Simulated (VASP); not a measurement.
**GaN (GaN (P6_3mc)): single point with PBE**

GaN (GaN (P6_3mc)):

```
Ga N
1.0
     3.21862    0.00000    0.00000
    -1.60931    2.78741    0.00000
     0.00000    0.00000    5.24353
Ga N
2 2
Direct
  0.66667 0.33333 0.49914
  0.33333 0.66667 0.99914
  0.66667 0.33333 0.87586
  0.33333 0.66667 0.37586
```

```json
{
  "Program": "VASP 6.6.1",
  "Task": "single point",
  "Functional": "PBE",
  "Potentials or basis": "VASP PAW PBE potentials, release 64 (Ga_d, N)",
  "Cutoff": "520 eV",
  "k mesh": "3 × 3 × 2, shifted",
  "Occupations": "gaussian, width 0.01 eV",
  "Spin": "no spin polarisation",
  "Dipole correction": "no",
  "Further INCAR settings": "ALGO = Normal; EDIFF = 1e-06; NBANDS = 26; ISYM = 0"
}
```

```json
{
 "Pressure": "0.0 GPa",
 "Largest force": "0.005 eV/Å",
 "Band gap on the k mesh": "3.50 eV, direct"
}
```

Forces on the atoms (eV/Å):
```
Ga   0.000  0.000 -0.005
Ga   0.000  0.000 -0.005
N    0.000  0.000  0.005
N    0.000  0.000  0.005
```

Stress tensor (GPa, compression positive):
```
-0.29  0.00  0.00
 0.00 -0.29  0.00
 0.00  0.00  0.47
```

Levels at points of the mesh, in eV from the valence-band top:
```
           k point  band 16  band 17  band 18  band 19  band 20  band 21
(0.08, 0.08, 0.12)    -0.96    -0.04     0.00     3.50     5.47     8.65
```

It took 37 s on 1 thread of Intel(R) Xeon(R) 6975P-C (Granite Rapids), with other jobs on the host, peak memory 0.23 GiB.

Caveat: the k points lie up to 0.75 Å⁻¹ apart. PBE gaps usually lie below the measured ones, often by a third to a half.
